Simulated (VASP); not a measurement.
# LiBr (rocksalt type) (Fm-3m) in VASP: further runs, part 2 of 2

VASP 6.6.1. The steps go on from the part before.

### Step 5. Electric field gradients, PBE (21.74 Å³/atom)

This run uses another cell than the first one, of 21.74 Å³/atom.

Input file INCAR:

```
SYSTEM = LiBr
PREC = Accurate ; ENCUT = 650
EDIFF = 1E-8 ; ISMEAR = -1
SIGMA = 0.08 ; LREAL = .FALSE.
LASPH = .TRUE. ; NELM = 120
ALGO = Normal ; ISIF = 2
LWAVE = .FALSE. ; LCHARG = .FALSE.
GGA = PE ; LEFG = .TRUE.
NBANDS = 12 ; GGA_COMPAT = .FALSE.
```

Input file KPOINTS:

```
regular mesh
0
G
  12 12 12
  0 0 0
```

Input file POSCAR:

```
LiBr
1.0
    0.0000000000      2.7910436013      2.7910436013
    2.7910436013      0.0000000000      2.7910436013
    2.7910436013      2.7910436013      0.0000000000
Li Br
1 1
Direct
    0.0000000000      0.0000000000      0.0000000000
    0.5000000000      0.5000000000      0.5000000000
```

Potentials or basis: VASP PAW PBE potentials, release 64 (Li_sv, Br).

The run is started by

```sh
cat potpaw_PBE.64/Li_sv/POTCAR potpaw_PBE.64/Br/POTCAR > POTCAR
mpirun -np 1 vasp_std > vasp.out
```

OUTCAR:

```text
SYSTEM = LiBr
   PREC = Accurate
   ENCUT = 650
   EDIFF = 1E-8
   ISMEAR = -1
   LREAL = .FALSE.
   LASPH = .TRUE.
   NELM = 120
   ISIF = 2
   GGA = PE

 ion  position               nearest neighbor table
   1  0.000  0.000  0.000-
   2  0.500  0.500  0.500-

  LATTYP: Found a face centered cubic cell.
 ALAT       =     5.5820872026

  Lattice vectors:

 A1 = (   0.0000000000,   2.7910436013,   2.7910436013)
 A2 = (   2.7910436013,   0.0000000000,   2.7910436013)
 A3 = (   2.7910436013,   2.7910436013,   0.0000000000)

[... 571 lines left out ...]
  FREE ENERGIE OF THE ION-ELECTRON SYSTEM (eV)
  ---------------------------------------------------
  free  energy   TOTEN  =        -6.6381202030 eV

  energy  without entropy=       -6.6381202030  energy(sigma->0) =       -6.63812020

 Electric field gradients (V/A^2)
---------------------------------------------------------------------
 ion       V_xx      V_yy      V_zz      V_xy      V_xz      V_yz
---------------------------------------------------------------------
   1      -0.000     0.000    -0.000     0.001     0.001     0.001
   2      -0.000     0.000     0.000    -0.000    -0.000    -0.000
---------------------------------------------------------------------

 Electric field gradients after diagonalization (V/A^2)
 (convention: |V_zz| > |V_xx| > |V_yy|)
----------------------------------------------------------------------
 ion       V_xx      V_yy      V_zz     asymmetry (V_yy - V_xx)/ V_zz
----------------------------------------------------------------------
   1      -0.001    -0.001     0.003       0.000
   2       0.000     0.000    -0.001       0.000
----------------------------------------------------------------------

           NMR quadrupolar parameters

 Cq : quadrupolar parameter    Cq=e*Q*V_zz/h
 eta: asymmetry parameters     (V_yy - V_xx)/ V_zz
 Q  : nuclear electric quadrupole moment in mb (millibarn)
----------------------------------------------------------------------
 ion       Cq(MHz)       eta       Q (mb)
----------------------------------------------------------------------
   1       0.000       0.000       1.000
   2      -0.000       0.000       1.000
----------------------------------------------------------------------
```

It took 74 s on 1 thread of Intel Xeon 8259CL, shared host; peak memory 0.23 GiB.

What came out:

```yaml
Free_energy: -6.6381 eV
Pressure: -1.0 GPa
Band_gap_on_the_k_mesh: 4.76 eV
Largest_electric_field_gradient_by_atom: zero within the noise of the run
```

A k mesh can miss the band edges.

### Step 6. Electric field gradients, PBE (21.74 Å³/atom)

This run uses another cell than the first one, of 21.74 Å³/atom.

Input file INCAR:

```
ALGO     = Normal         # electronic algorithm
EDIFF    = 1E-8           # SCF threshold, eV
ENCUT    = 650            # plane-wave cutoff, eV
GGA      = PE             # functional
GGA_COMPAT= F            
ISIF     = 2              # what is computed and relaxed
ISMEAR   = -1             # smearing method
LASPH    = T              # aspherical terms in the spheres
LCHARG   = F              # write CHGCAR
LEFG     = T            
LREAL    = F              # projectors in reciprocal space
LWAVE    = F              # write WAVECAR
NBANDS   = 12             # bands
NELM     = 120            # most SCF steps
PREC     = Accurate       # precision mode
SIGMA    = 0.08           # smearing width, eV
```

Input file KPOINTS:

```
k-points
0
Gamma
  12 12 12
```

POSCAR is that of step 5.

Potentials or basis: VASP PAW PBE potentials, release 64 (Li_sv, Br).

The run is started by

```sh
cat potpaw_PBE.64/Li_sv/POTCAR potpaw_PBE.64/Br/POTCAR > POTCAR
mpirun -np 1 vasp_std > vasp.out
```

OUTCAR:

```text
EDIFF = 1E-8
   ENCUT = 650
   GGA = PE
   ISIF = 2
   ISMEAR = -1
   LASPH = T
   LREAL = F
   NELM = 120
   PREC = Accurate

 ion  position               nearest neighbor table
   1  0.000  0.000  0.000-
   2  0.500  0.500  0.500-

  LATTYP: Found a face centered cubic cell.
 ALAT       =     5.5820872026

  Lattice vectors:

 A1 = (   0.0000000000,   2.7910436013,   2.7910436013)
 A2 = (   2.7910436013,   0.0000000000,   2.7910436013)
 A3 = (   2.7910436013,   2.7910436013,   0.0000000000)

Analysis of symmetry for initial positions (statically):
=====================================================================
 Subroutine PRICEL returns:
 Original cell was already a primitive cell.

 Routine SETGRP: Setting up the symmetry group for a
 face centered cubic supercell.

 Subroutine GETGRP returns: Found 48 space group operations
 (whereof 48 operations were pure point group operations)
 out of a pool of 48 trial point group operations.

The static configuration has the point symmetry O_h .

Analysis of symmetry for dynamics (positions and initial velocities):
=====================================================================
 Subroutine PRICEL returns:
 Original cell was already a primitive cell.

 Routine SETGRP: Setting up the symmetry group for a
 face centered cubic supercell.

 Subroutine GETGRP returns: Found 48 space group operations
 (whereof 48 operations were pure point group operations)
 out of a pool of 48 trial point group operations.

The dynamic configuration has the point symmetry O_h .

 Subroutine INISYM returns: Found 48 space group operations
 (whereof 48 operations are pure point group operations),
 and found     1 'primitive' translations

----------------------------------------------------------------------------------------

                                     Primitive cell

  volume of cell :      43.4840

  direct lattice vectors                    reciprocal lattice vectors
     0.000000000  2.791043601  2.791043601    -0.179144460  0.179144460  0.179144460
     2.791043601  0.000000000  2.791043601     0.179144460 -0.179144460  0.179144460
     2.791043601  2.791043601  0.000000000     0.179144460  0.179144460 -0.179144460

  length of vectors
     3.947131714  3.947131714  3.947131714     0.310287307  0.310287307  0.310287307

  position of ions in fractional coordinates (direct lattice)
     0.000000000  0.000000000  0.000000000
     0.500000000  0.500000000  0.500000000

  ion indices of the primitive-cell ions
   primitive index   ion index
                 1           1
                 2           2

----------------------------------------------------------------------------------------

 KPOINTS: k-points

Automatic generation of k-mesh.
 Grid dimensions read from file:
 generate k-points for:   12   12   12

 Generating k-lattice:

  Cartesian coordinates                     Fractional coordinates (reciprocal lattice)
    -0.014928705  0.014928705  0.014928705     0.083333333  0.000000000  0.000000000
[... 78 lines left out ...]
     AMIX     =   0.40;   BMIX     =  1.00
     AMIX_MAG =   1.60;   BMIX_MAG =  1.00
  volume/ion in A,a.u.               =      21.74       146.72
  Fermi-wavevector in a.u.,A,eV,Ry     =   1.002994  1.895383 13.687412  1.005996
  Thomas-Fermi vector in A             =   2.135517
   LORBIT       =      0    0 simple, 1 ext, 2 COOP (PROOUT), +10 PAW based schemes
   GGA     = PE    functional components
   LHFCALC =     F    Hartree Fock is set to
   AEXX    =    0.0000 exact exchange contribution
   IVDW    =     0    specifies the selected vdW correction
   LEPSILON=     F    determine dielectric tensor
   LRPA    =     F    only Hartree local field effects (RPA)
 non-spin polarized calculation
  energy-cutoff  :      650.00
  volume of cell :       43.48
 maximum number of plane-waves:      1660
 NGX is ok and might be reduce to    36
   NGX = 17   NGY = 17   NGZ = 17

 number of electron      10.0000000 magnetization

 number of electron       9.9999998 magnetization

 Free energy of the ion-electron system (eV)
  ---------------------------------------------------
  ext. energy  EPLUGINS =         0.00000000
  ---------------------------------------------------
  free energy    TOTEN  =        -6.63812020 eV

  energy without entropy =       -6.63812020  energy(sigma->0) =       -6.63812020

 E-fermi :   1.8601     XC(G=0):  -8.2450

 val. band max:        0.0193273985   @ k =  -0.0833   0.0833   0.0000
 cond. band min:       4.7774264235   @ k =   0.0000   0.0000   0.0000
 fundamental gap:      4.7580990250
 Fermi energy:         1.8601165331

 k-point     1 :       0.0000    0.0000    0.0000
  band No.  band energies     occupation
      1     -44.4593      2.00000
      2     -13.2748      2.00000
      3       0.0146      2.00000
      4       0.0146      2.00000
      5       0.0146      2.00000
      6       4.7774      0.00000
      7      10.4774      0.00000
      8      10.4774      0.00000
      9      10.4774      0.00000
     10      12.0572      0.00000
     11      12.0572      0.00000
     12      12.0572      0.00000
[... 331 lines left out ...]
 k-point    24 :      -0.4167    0.1667    0.0000
  band No.  band energies     occupation
      1     -44.4584      2.00000
      2     -12.8075      2.00000
      3      -2.4965      2.00000
      4      -0.9549      2.00000
      5      -0.3683      2.00000
      6       6.4915      0.00000
      7       8.0931      0.00000
      8       8.6130      0.00000
      9      10.7484      0.00000
     10      13.6826      0.00000
     11      14.4806      0.00000
     12      14.6961      0.00000

 [... further k-points ...]

------------------------ aborting loop because EDIFF is reached ----------------------------------------

  FORCE on cell =-STRESS in cart. coord.  units (eV):
  Direction    XX          YY          ZZ          XY          YZ          ZX
  --------------------------------------------------------------------------------------
  -------------------------------------------------------------------------------------
  Total       -0.2678720     -0.2678720     -0.2678720      0.0000000      0.0000000      0.0000000
  in kB       -9.8697924     -9.8697924     -9.8697924      0.0000000      0.0000000      0.0000000
  external PRESSURE =      -9.8697924 kB  Pullay stress =       0.0000000 kB

 VOLUME and BASIS-vectors are now :
 -----------------------------------------------------------------------------
  energy-cutoff  :      650.00
  volume of cell :       43.48
      direct lattice vectors                 reciprocal lattice vectors
     0.000000000  2.791043601  2.791043601    -0.179144460  0.179144460  0.179144460
     2.791043601  0.000000000  2.791043601     0.179144460 -0.179144460  0.179144460
     2.791043601  2.791043601  0.000000000     0.179144460  0.179144460 -0.179144460

 POSITION                                       TOTAL-FORCE (eV/Angst)
 -----------------------------------------------------------------------------------
      0.00000      0.00000      0.00000        -0.000000     -0.000000     -0.000000
      2.79104      2.79104      2.79104         0.000000      0.000000      0.000000
 -----------------------------------------------------------------------------------
    total drift:                                0.000000      0.000000      0.000000

  FREE ENERGIE OF THE ION-ELECTRON SYSTEM (eV)
  ---------------------------------------------------
  free  energy   TOTEN  =        -6.6381202030 eV

  energy  without entropy=       -6.6381202030  energy(sigma->0) =       -6.63812020

 Electric field gradients (V/A^2)
---------------------------------------------------------------------
 ion       V_xx      V_yy      V_zz      V_xy      V_xz      V_yz
---------------------------------------------------------------------
   1      -0.000     0.000    -0.000     0.001     0.001     0.001
   2      -0.000     0.000     0.000    -0.000    -0.000    -0.000
---------------------------------------------------------------------

 Electric field gradients after diagonalization (V/A^2)
 (convention: |V_zz| > |V_xx| > |V_yy|)
----------------------------------------------------------------------
 ion       V_xx      V_yy      V_zz     asymmetry (V_yy - V_xx)/ V_zz
----------------------------------------------------------------------
   1      -0.001    -0.001     0.003       0.000
   2       0.000     0.000    -0.001       0.000
----------------------------------------------------------------------

           NMR quadrupolar parameters

 Cq : quadrupolar parameter    Cq=e*Q*V_zz/h
 eta: asymmetry parameters     (V_yy - V_xx)/ V_zz
 Q  : nuclear electric quadrupole moment in mb (millibarn)
----------------------------------------------------------------------
 ion       Cq(MHz)       eta       Q (mb)
----------------------------------------------------------------------
   1       0.000       0.000       1.000
   2      -0.000       0.000       1.000
----------------------------------------------------------------------
```

Run time: 69 s. Hardware: 1 thread of Intel Xeon 8259CL, shared host; peak memory 0.23 GiB.

What came out:

* Free energy: -6.6381 eV
* Pressure: -1.0 GPa
* Band gap on the k mesh: 4.76 eV
* Largest electric field gradient by atom: zero within the noise of the run

### Step 7. The runs side by side

| cell | gap on the mesh (eV) | pressure (GPa) |
| --- | --- | --- |
| a = 3.896 Å, angles 60.0°, 2 atoms | 4.92 | -0.1 |
| a = 3.922 Å, angles 60.0°, 2 atoms | 4.84 | -0.6 |
| a = 3.947 Å, angles 60.0°, 2 atoms | 4.76 | -1.0 |

Alike in all rows: task electric field gradients; level PBE; potentials or basis VASP PAW PBE potentials, release 64 (Li_sv, Br); no spin polarisation; k mesh 12 × 12 × 12; cutoff (eV) 650; smearing fermi-dirac 0.08 eV.

Absolute energies hang on the potentials; compare differences alone.
